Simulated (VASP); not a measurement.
Set up this calculation in VASP 6.6.1, as the native input.

- Task: relaxation of cell and atoms
- Functional: BLYP
- Potentials or basis: VASP PAW PBE potentials, release 64 (Hf_pv)
- Cutoff: 500 eV
- k mesh: 11 × 11 × 11
- Occupations: fermi-dirac, width 0.1 eV
- Spin: no spin polarisation
- Dipole correction: no
- Further INCAR settings: ALGO = Normal; EDIFF = 1e-07; IBRION = 2; EDIFFG = -0.01; NSW = 80; ISIF = 3

The structure of Hf lies in POSCAR:

```
Hf
1.0
    2.8913220498      0.0000000000      0.0000000000
    0.0000000000      2.8913220498      0.0000000000
    0.0000000000      0.0000000000      2.8913220498
Hf
1
Direct
    0.0000000000      0.0000000000      0.0000000000
```

The input as run:

INCAR

```
SYSTEM = Hf
PREC = Accurate
ENCUT = 500
EDIFF = 1E-7
ISMEAR = -1
SIGMA = 0.1
LREAL = .FALSE.
LASPH = .TRUE.
NELM = 120
ALGO = Normal
ISIF = 3
LWAVE = .FALSE.
LCHARG = .FALSE.
GGA = B5
ALDAX = 1.0
AGGAX = 1.0
AGGAC = 1.0
ALDAC = 0.0
IBRION = 2
NSW = 80
EDIFFG = -0.01
GGA_COMPAT = .FALSE.
NELMIN = 4
```

KPOINTS

```
Automatic mesh
0
G
  11 11 11
  0 0 0
```

Potentials or basis: VASP PAW PBE potentials, release 64 (Hf_pv).

Launch:

```sh
$ cat potpaw_PBE.64/Hf_pv/POTCAR > POTCAR
$ mpirun -np 1 vasp_std > vasp.out
```

It gave:

- Relaxed volume: 25.82 Å³/atom
- Relaxed cell: a = 2.956 Å, b = 2.956 Å, c = 2.956 Å, α = 90.00°, β = 90.00°, γ = 90.00°
- Space group after relaxing (to 0.05 Å): Pm-3m (No. 221)
- Energy gained by relaxing: 24.2 meV/atom
- Ionic steps: 3
- Pressure after relaxing: 0.0 GPa
- Band gap on the k mesh: zero (band 5 reaches 4.91 eV, above the bottom of band 6 at 2.67 eV)

Caveat: the PAW data sets were made with another functional, which shifts forces and pressure a little; spin-orbit coupling is left out, which moves the levels of the heavy elements.

Wall time 33 s on 1 thread of Intel(R) Xeon(R) Platinum 8259CL CPU @ 2.50GHz (Skylake/Cascade Lake) (shared host), peak memory 0.15 GiB.
